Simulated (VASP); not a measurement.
# AlNi3 (Fm-3m) in VASP: further runs, part 2 of 3

VASP 6.6.1. Earlier steps stand in the parts before.

### Step 3. Single point, PBE (volume scaled by 0.88)

File INCAR:

```
PREC     = Accurate       # precision mode
ENCUT    = 520            # plane-wave cutoff, eV
EDIFF    = 1E-7           # SCF threshold, eV
ISMEAR   = 0              # smearing method
SIGMA    = 0.1            # smearing width, eV
LREAL    = False          # projectors in reciprocal space
LASPH    = True           # aspherical terms in the spheres
NELM     = 100            # most SCF steps
ALGO     = Fast           # electronic algorithm
ISIF     = 2              # what is computed and relaxed
LWAVE    = False          # write WAVECAR
LCHARG   = False          # write CHGCAR
GGA      = PE             # functional
NBANDS   = 24             # bands
```

File KPOINTS:

```
regular mesh
0
Gamma
  14 14 14
```

File POSCAR:

```
AlNi3
1.0
    0.0000000000      2.7178580182      2.7178580182
    2.7178580182      0.0000000000      2.7178580182
    2.7178580182      2.7178580182      0.0000000000
Al Ni
1 3
Direct
    0.5000000000      0.5000000000      0.5000000000
    0.2500000000      0.2500000000      0.2500000000
    0.0000000000      0.0000000000      0.0000000000
    0.7500000000      0.7500000000      0.7500000000
```

Potentials or basis: VASP PAW PBE potentials, release 64 (Al, Ni).

Started as:

```console
$ cat potpaw_PBE.64/Al/POTCAR potpaw_PBE.64/Ni/POTCAR > POTCAR
$ mpirun -np 1 vasp_std > vasp.out
```

OUTCAR:

```text
PREC = Accurate
   ENCUT = 520
   EDIFF = 1E-7
   ISMEAR = 0
   LREAL = False
   LASPH = True
   NELM = 100
   ISIF = 2
   GGA = PE

 ion  position               nearest neighbor table
   1  0.500  0.500  0.500-   2 2.35   4 2.35   2 2.35   2 2.35   2 2.35   4 2.35   4 2.35   4 2.35
                             3 2.72   3 2.72   3 2.72   3 2.72   3 2.72   3 2.72
   2  0.250  0.250  0.250-   1 2.35   3 2.35   3 2.35   3 2.35   3 2.35   1 2.35   1 2.35   1 2.35
                             4 2.72   4 2.72   4 2.72   4 2.72   4 2.72   4 2.72
   3  0.000  0.000  0.000-   2 2.35   4 2.35   4 2.35   4 2.35   4 2.35   2 2.35   2 2.35   2 2.35
                             1 2.72   1 2.72   1 2.72   1 2.72   1 2.72   1 2.72
   4  0.750  0.750  0.750-   1 2.35   3 2.35   1 2.35   1 2.35   1 2.35   3 2.35   3 2.35   3 2.35
                             2 2.72   2 2.72   2 2.72   2 2.72   2 2.72   2 2.72

  LATTYP: Found a face centered cubic cell.
 ALAT       =     5.4357160364

  Lattice vectors:

 A1 = (   0.0000000000,   2.7178580182,   2.7178580182)
 A2 = (   2.7178580182,   0.0000000000,   2.7178580182)
 A3 = (   2.7178580182,   2.7178580182,   0.0000000000)

Analysis of symmetry for initial positions (statically):
=====================================================================
 Subroutine PRICEL returns:
 Original cell was already a primitive cell.

 Routine SETGRP: Setting up the symmetry group for a
 face centered cubic supercell.

 Subroutine GETGRP returns: Found 48 space group operations
 (whereof 48 operations were pure point group operations)
 out of a pool of 48 trial point group operations.

The static configuration has the point symmetry O_h .

Analysis of symmetry for dynamics (positions and initial velocities):
=====================================================================
 Subroutine PRICEL returns:
 Original cell was already a primitive cell.

 Routine SETGRP: Setting up the symmetry group for a
 face centered cubic supercell.

 Subroutine GETGRP returns: Found 48 space group operations
 (whereof 48 operations were pure point group operations)
 out of a pool of 48 trial point group operations.

The dynamic configuration has the point symmetry O_h .

 Subroutine INISYM returns: Found 48 space group operations
 (whereof 48 operations are pure point group operations),
 and found     1 'primitive' translations

----------------------------------------------------------------------------------------

                                     Primitive cell

  volume of cell :      40.1523

  direct lattice vectors                    reciprocal lattice vectors
     0.000000000  2.717858018  2.717858018    -0.183968403  0.183968403  0.183968403
     2.717858018  0.000000000  2.717858018     0.183968403 -0.183968403  0.183968403
     2.717858018  2.717858018  0.000000000     0.183968403  0.183968403 -0.183968403

  length of vectors
     3.843631670  3.843631670  3.843631670     0.318642622  0.318642622  0.318642622

  position of ions in fractional coordinates (direct lattice)
     0.500000000  0.500000000  0.500000000
     0.250000000  0.250000000  0.250000000
     0.000000000  0.000000000  0.000000000
     0.750000000  0.750000000  0.750000000

  ion indices of the primitive-cell ions
   primitive index   ion index
                 1           1
                 2           2
                 3           3
[... 23 lines left out ...]
 Subroutine IBZKPT returns following result:
 ===========================================

 Found    104 irreducible k-points:

 Following reciprocal coordinates:
            Coordinates               Weight
  0.000000  0.000000  0.000000      1.000000
  0.071429  0.000000  0.000000      8.000000
  0.142857  0.000000  0.000000      8.000000
  0.214286  0.000000  0.000000      8.000000
  0.285714  0.000000  0.000000      8.000000
  0.357143  0.000000  0.000000      8.000000
[... 16 lines left out ...]
  0.214286  0.142857  0.000000     24.000000
  0.285714  0.142857  0.000000     24.000000
 [... further k-points ...]
   k-points           NKPTS =    104   k-points in BZ     NKDIM =    104   number of bands    NBANDS=     24
   number of dos      NEDOS =    301   number of ions     NIONS =      4
   total plane-waves  NPLWV =  27000
   dimension x,y,z NGX =    30 NGY =   30 NGZ =   30
   dimension x,y,z NGXF=    60 NGYF=   60 NGZF=   60
   ions per type =               1   3
   NGX,Y,Z   is equivalent  to a cutoff of  12.98, 12.98, 12.98 a.u.
   NGXF,Y,Z  is equivalent  to a cutoff of  25.95, 25.95, 25.95 a.u.
 SYSTEM =  unknown system
   PREC   = accura    normal or accurate (medium, high low for compatibility)
   ISTART =      0    job   : 0-new  1-cont  2-samecut
   ICHARG =      2    charge: 1-file 2-atom 10-const
   ISPIN  =      1    spin polarized calculation?
   LNONCOLLINEAR =      F non collinear calculations
   LSORBIT =      F    spin-orbit coupling
   LASPH  =      T    aspherical Exc in radial PAW
   ENCUT  =  520.0 eV  38.22 Ry    6.18 a.u.   7.15  7.15  7.15*2*pi/ulx,y,z
   NELM   =    100;   NELMIN=  2; NELMDL= -5     # of ELM steps
   EDIFF  = 0.1E-06   stopping-criterion for ELM
   LREAL  =      F    real-space projection
   EDIFFG = 0.1E-05   stopping-criterion for IOM
   NSW    =      0    number of steps for IOM
   IBRION =     -1    ionic relax: 0-MD 1-quasi-New 2-CG
   NFREE  =      0    steps in history (QN), initial steepest desc. (CG)
   ISIF   =      2    stress and relaxation
   ISYM   =      2    0-nonsym 1-usesym 2-fastsym
   POTIM  = 0.5000    time-step for ionic-motion
   TEBEG  =    0.0;   TEEND  =   0.0 temperature during run
   PSTRESS=    0.0 pullay stress
   NELECT =      33.0000    total number of electrons
   NUPDOWN=      -1.0000    fix difference up-down
   EMIN   =  10.00;   EMAX   =-10.00  energy-range for DOS
   EFERMI =   0.00;   METHOD = LEGACY
   ISMEAR =     0;   SIGMA  =   0.10  broadening in eV -4-tet -1-fermi 0-gaus
   EFERMI_NEDOS =   21; number of points for ismear=-14 and -15
   IALGO  =     68    algorithm
   IMIX   =      4    mixing-type and parameters
     AMIX     =   0.40;   BMIX     =  1.00
     AMIX_MAG =   1.60;   BMIX_MAG =  1.00
  volume/ion in A,a.u.               =      10.04        67.74
  Fermi-wavevector in a.u.,A,eV,Ry     =   1.533473  2.897843 31.994624  2.351539
  Thomas-Fermi vector in A             =   2.640535
   LORBIT       =      0    0 simple, 1 ext, 2 COOP (PROOUT), +10 PAW based schemes
   GGA     = PE    functional components
   LHFCALC =     F    Hartree Fock is set to
   AEXX    =    0.0000 exact exchange contribution
   IVDW    =     0    specifies the selected vdW correction
   LEPSILON=     F    determine dielectric tensor
   LRPA    =     F    only Hartree local field effects (RPA)
 non-spin polarized calculation
 RMM-DIIS sequential band-by-band and
 Gauss-broadening in eV      SIGMA  =   0.10
  energy-cutoff  :      520.00
  volume of cell :       40.15
 maximum number of plane-waves:      1106
 NGX is ok and might be reduce to    30
   NGX = 15   NGY = 15   NGZ = 15

 number of electron      32.9999968 magnetization

 Free energy of the ion-electron system (eV)
  ---------------------------------------------------
  ext. energy  EPLUGINS =         0.00000000
  ---------------------------------------------------
  free energy    TOTEN  =       -21.23460619 eV

  energy without entropy =      -21.22335928  energy(sigma->0) =      -21.22898274

 E-fermi :  11.3109     XC(G=0): -13.3156

 val. band max:       11.3094508080   @ k =  -0.4286   0.4286   0.0714
 cond. band min:      11.3112458923   @ k =   0.4286   0.4286   0.0000
 fundamental gap:      0.0017950843
 Fermi energy:        11.3108877547

 k-point     1 :       0.0000    0.0000    0.0000
  band No.  band energies     occupation
      1       0.4401      2.00000
      2       7.1695      2.00000
      3       7.1695      2.00000
      4       7.3793      2.00000
      5       7.3793      2.00000
      6       7.3793      2.00000
[... 637 lines left out ...]
     23      19.5468      0.00000
     24      21.8425      0.00000

 [... further k-points ...]
[... 5 lines left out ...]
  --------------------------------------------------------------------------------------
  -------------------------------------------------------------------------------------
  Total        7.6287616      7.6287616      7.6287616      0.0000000      0.0000000     -0.0000000
  in kB      304.4067907    304.4067907    304.4067907      0.0000000      0.0000000     -0.0000000
  external PRESSURE =     304.4067907 kB  Pullay stress =       0.0000000 kB

 VOLUME and BASIS-vectors are now :
 -----------------------------------------------------------------------------
  energy-cutoff  :      520.00
  volume of cell :       40.15
      direct lattice vectors                 reciprocal lattice vectors
     0.000000000  2.717858018  2.717858018    -0.183968403  0.183968403  0.183968403
     2.717858018  0.000000000  2.717858018     0.183968403 -0.183968403  0.183968403
     2.717858018  2.717858018  0.000000000     0.183968403  0.183968403 -0.183968403

 POSITION                                       TOTAL-FORCE (eV/Angst)
 -----------------------------------------------------------------------------------
      2.71786      2.71786      2.71786        -0.000000     -0.000000      0.000000
      1.35893      1.35893      1.35893        -0.000000     -0.000000     -0.000000
      0.00000      0.00000      0.00000        -0.000000     -0.000000      0.000000
      4.07679      4.07679      4.07679         0.000000      0.000000      0.000000
 -----------------------------------------------------------------------------------
    total drift:                                0.000000     -0.000000      0.000000

  FREE ENERGIE OF THE ION-ELECTRON SYSTEM (eV)
  ---------------------------------------------------
  free  energy   TOTEN  =       -21.2346061941 eV

  energy  without entropy=      -21.2233592770  energy(sigma->0) =      -21.22898274
```

It took 68 s on 1 thread of Intel Xeon 6975P-C (Granite Rapids), shared host; peak memory 0.22 GiB.

What came out:

- Free energy: -21.2346 eV
- Pressure: 30.4 GPa

### Step 4. Single point, PBE (volume scaled by 0.91)

File INCAR:

```
SYSTEM = AlNi3
ALGO = Fast ; EDIFF = 1E-6
ENCUT = 520 ; GGA = PE
ISIF = 2 ; ISMEAR = 0
LASPH = .TRUE. ; LCHARG = .FALSE.
LREAL = .FALSE. ; LWAVE = .FALSE.
NBANDS = 24 ; NELM = 60
PREC = Accurate ; SIGMA = 0.1
```

File KPOINTS:

```
k-points
0
G
  14 14 14
  0 0 0
```

File POSCAR:

```
AlNi3
1.0
    0.0000000000      2.7483983050      2.7483983050
    2.7483983050      0.0000000000      2.7483983050
    2.7483983050      2.7483983050      0.0000000000
Al Ni
1 3
Direct
    0.5000000000      0.5000000000      0.5000000000
    0.2500000000      0.2500000000      0.2500000000
    0.0000000000      0.0000000000      0.0000000000
    0.7500000000      0.7500000000      0.7500000000
```

Started as:

```console
$ cat potpaw_PBE.64/Al/POTCAR potpaw_PBE.64/Ni/POTCAR > POTCAR
$ mpirun -np 1 vasp_std > vasp.out
```

It took 61 s on 1 thread of Intel Xeon 6975P-C (Granite Rapids), shared host; peak memory 0.22 GiB.

It converged, with:

```yaml
Free_energy: -21.4524 eV
Pressure: 20.8 GPa
```

Levels at points of the mesh, in eV from the Fermi level:
```tsv
k point	band 12	band 13	band 14	band 15	band 16	band 17	band 18	band 19	band 20	band 21
(0.00, 0.00, 0.00)	-1.00	-0.61	-0.61	-0.57	-0.57	5.64	5.64	5.64	6.20	6.20
(0.50, 0.00, 0.00)	-1.87	-0.71	-0.71	-0.52	-0.52	-0.15	4.48	4.48	5.06	5.06
(0.50, 0.50, 0.00)	-1.30	-1.15	-0.81	-0.65	-0.40	-0.38	-0.38	-0.03	4.56	5.05
```

 Spin polarisation is off, so any magnetic state and its effect on volume and gap are missing.

(Part 2 of 3 ends here.)
